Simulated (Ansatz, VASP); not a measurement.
O in VASP and in Ansatz

```xyz
2
Lattice="13.0000 0.0000 0.0000 0.0000 13.3000 0.0000 0.0000 0.0000 13.6000" Properties=species:S:1:pos:R:3 pbc="T T T"
O     5.8909    6.6500    6.8000
O     7.1091    6.6500    6.8000
```

Alike in both runs: functional PBE; k mesh 1 × 1 × 1; occupations gaussian, width 0.01 eV; collinear spin.

Ansatz relaxed the structure, and its values are those at the end. VASP's run is a single point on that final structure, the one shown.

|  | VASP | Ansatz |
| --- | --- | --- |
| version | VASP 6.6.1 | Ansatz 0.2.0 |
| potentials or method | VASP PAW PBE potentials, release 64 (O), cutoff 520 eV | scalar-relativistic, plane waves, PAW |
| valence electrons in the cell | 12 | 12 |

Ansatz gave:

| Property | Result |
| --- | --- |
| gap on the k mesh at the Fermi level (eV) | 2.29 |
| rms of the force components (eV/Å) | 0.000 |
| net moment per atom (μB) | 1.00 |
| size of the moment on the site where the two differ most (μB) | 0.56 |

Problem. Estimate VASP's values.

Solution. gap on the k mesh at the Fermi level (eV): 2.31; rms of the force components (eV/Å): 0.662; net moment per atom (μB): 1.00; size of the moment on the site where the two differ most (μB): 0.81.

Site moments also hang on the region over which each program counts them. One of these differences is far larger than is usual between the two programs; its cause wasn't traced. The functional is the same, so the differences come from potentials, cutoffs and numerics. Ansatz's warnings: stress scf threshold loose.

Noted on VASP's run: the standard files for N, O and F lose accuracy on very short bonds.
